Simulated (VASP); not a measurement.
Set up this calculation in VASP 6.6.1, as the native input.

| Property | Result |
| --- | --- |
| Task | relaxation of cell and atoms |
| Functional | PBEsol |
| Potentials or basis | VASP PAW PBE potentials, release 64 (Mg, H) |
| Cutoff | 600 eV |
| k mesh | 10 × 10 × 10 |
| Occupations | fermi-dirac, width 0.05 eV |
| Spin | no spin polarisation |
| Target pressure | 2 GPa |
| Dipole correction | no |
| Further INCAR settings | ALGO = Normal; EDIFF = 1e-06; IBRION = 2; EDIFFG = -0.01; NSW = 60; ISIF = 3 |

The structure of MgH2 lies in POSCAR:

```
MgH2
1.0
    0.0000000000      2.3810671667      2.3810671667
    2.3810671667      0.0000000000      2.3810671667
    2.3810671667      2.3810671667      0.0000000000
Mg H
1 2
Direct
    0.0000000000      0.0000000000      0.0000000000
    0.2500000000      0.2500000000      0.2500000000
    0.7500000000      0.7500000000      0.7500000000
```

One way to write it, as run:

INCAR

```
  PREC = Accurate
  ENCUT = 600
  EDIFF = 1E-6
  ISMEAR = -1
  SIGMA = 0.05
  LREAL = F
  LASPH = T
  NELM = 100
  ALGO = Normal
  ISIF = 3
  LWAVE = F
  LCHARG = F
  GGA = PS
  IBRION = 2
  NSW = 60
  EDIFFG = -0.01
  PSTRESS = 20.0
```

KPOINTS

```
Automatic mesh
0
Gamma
  10 10 10
```

Potentials or basis: VASP PAW PBE potentials, release 64 (Mg, H).

Run with:

```bash
$ cat potpaw_PBE.64/Mg/POTCAR potpaw_PBE.64/H/POTCAR > POTCAR
$ mpirun -np 1 vasp_std > vasp.out
```

Results of the run:

```yaml
Relaxed_volume: 8.52 Å³/atom
Relaxed_cell: a = 3.307 Å, b = 3.307 Å, c = 3.307 Å, α = 60.00°, β = 60.00°, γ = 60.00°
Space_group_after_relaxing_to_0.05_Å: Fm-3m (No. 225)
Energy_change_on_relaxing_the_enthalpy_is_what_falls: +0.3 meV/atom
Ionic_steps: 3
Pressure_after_relaxing: 1.9 GPa
Band_gap_on_the_k_mesh: zero (band 2 reaches 4.41 eV, above the bottom of band 3 at 2.67 eV)
```

Caveat: the cell is relaxed towards a set pressure, so the enthalpy falls and the energy may rise; the PAW data sets were made with another functional, which shifts forces and pressure a little.

Wall time 16 s on 1 thread of Intel Xeon 6975P-C, with other jobs on the host, peak memory 0.17 GiB.
